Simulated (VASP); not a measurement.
Write the native input for VASP 6.6.1 that does the following.

- Task: single point
- Functional: PBE
- Potentials or basis: VASP PAW PBE potentials, release 64 (Hf_pv, C)
- Cutoff: 520 eV
- k mesh: 16 × 16 × 16
- Occupations: fermi-dirac, width 0.1 eV
- Spin: no spin polarisation
- Dipole correction: no
- Further INCAR settings: ALGO = Normal; EDIFF = 1e-06; NBANDS = 14

The structure of HfC (rocksalt type) lies in POSCAR:

```
HfC
1.0
    0.0000000000      2.2123731957      2.2123731957
    2.2123731957      0.0000000000      2.2123731957
    2.2123731957      2.2123731957      0.0000000000
Hf C
1 1
Direct
    0.0000000000      0.0000000000      0.0000000000
    0.5000000000      0.5000000000      0.5000000000
```

One way to write it, as run:

INCAR

```
SYSTEM = HfC
PREC = Accurate ; ENCUT = 520
EDIFF = 1E-6 ; ISMEAR = -1
SIGMA = 0.1 ; LREAL = .False.
LASPH = .True. ; NELM = 60
ALGO = Normal ; ISIF = 2
LWAVE = .False. ; LCHARG = .False.
GGA = PE ; NBANDS = 14
```

KPOINTS

```
regular mesh
0
Gamma
  16 16 16
  0 0 0
```

Potentials or basis: VASP PAW PBE potentials, release 64 (Hf_pv, C).

The run is started by

```console
$ cat potpaw_PBE.64/Hf_pv/POTCAR potpaw_PBE.64/C/POTCAR > POTCAR
$ mpirun -np 1 vasp_std > vasp.out
```

It gave:

The pressure is 47.3 GPa and the band gap on the k mesh is zero (band 7 reaches 8.24 eV, above the bottom of band 8 at 6.72 eV).

Caveat: spin-orbit coupling is left out, which moves the levels of the heavy elements.

It took 17 s on 1 thread of Intel(R) Xeon(R) Platinum 8488C (Sapphire Rapids), on a shared host, peak memory 0.17 GiB.
